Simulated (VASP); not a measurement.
Write the native input for VASP 6.6.1 that does the following.

```
Task                   : single point
Functional             : PBE
Potentials or basis    : VASP PAW PBE potentials, release 64 (Pd, Pt, S)
Cutoff                 : 520 eV
k mesh                 : 6 × 6 × 4
Occupations            : gaussian, width 0.1 eV
Spin                   : collinear spin
Starting moments       : [1.0, 1.0, 1.0, 0.0, 0.0, 0.0] μB
Dipole correction      : no
Further INCAR settings : ALGO = Normal; EDIFF = 1e-07; NBANDS = 37
```

The structure of Pd2PtS3 lies in POSCAR:

```
Pd2PtS3
1.0
    4.8952009919      0.0000000000      0.0000000000
   -2.4476004960      4.2393684157      0.0000000000
    0.0000000000      0.0000000000      4.6679587309
Pd Pt S
2 1 3
Direct
    0.3333333333      0.6666666667      0.5000000000
    0.6666666667      0.3333333333      0.5000000000
    0.0000000000      0.0000000000      0.5000000000
    0.3333333333      0.6666666667      0.0000000000
    0.6666666667      0.3333333333      0.0000000000
    0.0000000000      0.0000000000      0.0000000000
```

The cell was generated, and may not be a known phase.

These files were run (other wordings do the same):

INCAR

```
SYSTEM = Pd2PtS3
PREC = Accurate
ENCUT = 520
EDIFF = 1E-7
ISMEAR = 0
SIGMA = 0.1
LREAL = .FALSE.
LASPH = .TRUE.
NELM = 150
ALGO = Normal
ISIF = 2
LWAVE = .FALSE.
LCHARG = .TRUE.
ISPIN = 2
MAGMOM = 1 1 1 0 0 0
LORBIT = 11
LMAXMIX = 4
GGA = PE
LELF = .TRUE.
LVHAR = .TRUE.
NBANDS = 37
```

KPOINTS

```
regular mesh
0
G
  6 6 4
  0 0 0
```

Potentials or basis: VASP PAW PBE potentials, release 64 (Pd, Pt, S).

Command:

```sh
$ cat potpaw_PBE.64/Pd/POTCAR potpaw_PBE.64/Pt/POTCAR potpaw_PBE.64/S/POTCAR > POTCAR
$ mpirun -np 1 vasp_std > vasp.out
```

Results of the run:

```yaml
Pressure: -0.2 GPa
Band_gap_on_the_k_mesh: zero (filled and empty bands overlap)
Net_moment: 0.00 μB per cell
Valence_electrons_inside_the_program's_atomic_spheres: Pd 9.44; Pt 9.25; S 3.55, 3.53 (each value once)
```

Caveat: spin-orbit coupling is left out, which moves the levels of the heavy elements.

It took 3.4 min on 1 thread of Intel Xeon 8259CL, on a shared host, peak memory 0.32 GiB.
